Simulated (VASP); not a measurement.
Crystal: GaSbTe4.

```
Ga Sb Te
1.0
     4.74995    0.00000    0.00000
     0.00000    4.74995    0.00000
     0.00000    0.00000    7.90076
Ga Sb Te
1 1 4
Direct
  0.50000 0.50000 0.50000
  0.00000 0.00000 0.00000
  0.50000 0.00000 0.69755
  0.00000 0.50000 0.30245
  0.50000 0.00000 0.30245
  0.00000 0.50000 0.69755
```

The cell was built from a structure type or drawn by symmetry, and may not be a known phase.

| Item | Value |
| --- | --- |
| Program | VASP 6.6.1 |
| Task | relaxation of cell and atoms |
| Functional | PBE |
| Potentials or basis | VASP PAW PBE potentials, release 64 (Ga_d, Sb, Te) |
| Cutoff | 600 eV |
| k mesh | 4 × 4 × 2 |
| Occupations | gaussian, width 0.1 eV |
| Spin | no spin polarisation |

At the start: pressure 5.4 GPa; volume 29.71 Å³/atom.

**Question.** Where does the relaxation end?

**Answer.** Over 15 steps the energy falls by 309.4 meV/atom and the volume is 33.26 Å³/atom (+11.9 %); space group P4/mmm (No. 123, to 0.1 Å) before and after.

The path:
```tsv
step	energy change (eV)	largest force (eV/Å)	pressure (GPa)	volume (Å³)
1	0.0000	1.5374	5.39	178.26
2	-0.6089	0.9577	-1.59	205.30
3	-0.6088	0.9620	-1.50	204.95
4	-0.8750	0.9141	-1.24	201.44
5	-1.4737	0.5272	0.71	191.10
6	-0.3044	1.8162	11.38	171.39
7	-1.5660	0.3306	1.69	187.72
8	-1.5853	0.0603	2.72	184.74
9	-1.7038	0.1650	2.01	189.08
10	-1.7353	0.4240	1.37	195.21
11	-1.7394	0.3798	1.45	194.01
12	-1.8032	0.2187	0.37	198.36
13	-1.8231	0.0710	-0.69	203.00
14	-1.8449	0.0466	-0.45	201.51
15	-1.8566	0.0234	-0.10	199.53
```

Final structure:
```xyz
6
Lattice="4.7233 0.0000 0.0000 0.0000 4.7233 0.0000 0.0000 0.0000 8.9440" Properties=species:S:1:pos:R:3 pbc="T T T"
Ga    2.3616    2.3616    4.4720
Sb    4.7233    0.0000    0.0000
Te    2.3616    0.0000    6.7662
Te    0.0000    2.3616    2.1778
Te    2.3616    0.0000    2.1778
Te    0.0000    2.3616    6.7662
```

Caveat: the k points lie up to 0.35 Å⁻¹ apart in the final cell, too coarse for converged energies and pressures of a metal.
